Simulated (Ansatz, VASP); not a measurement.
## Ta: VASP beside Ansatz

```
Ta
1.0
     2.86121    0.00000    0.00000
     0.00000    2.86121    0.00000
     0.00000    0.00000    2.86121
Ta
1
Cartesian
  0.0000 0.0000 0.0000
```

Alike in both runs: task single point; functional revPBE; k mesh 13 × 13 × 13; occupations fermi-dirac, width 0.1 eV; no spin polarisation.

|  | VASP | Ansatz |
| --- | --- | --- |
| version | VASP 6.6.1 | Ansatz 0.2.0 |
| potentials or method | VASP PAW PBE potentials, release 64 (Ta_pv), cutoff 520 eV | plane waves (420 eV) with PAW, scalar-relativistic |
| valence electrons in the cell | 11 | 13 |

|  | VASP | Ansatz | Ansatz less VASP |
| --- | --- | --- | --- |
| pressure (GPa) | -12.5 | -12.5 | +0.03 |

VASP's potentials were made for PBE, not for revPBE. The functional is the same, so the differences come from potentials, cutoffs and numerics. VASP's potentials hold 11 valence electrons a cell and Ansatz's 13, so a difference there can come from the potentials and not from the codes.

Neither program's run includes spin-orbit coupling.
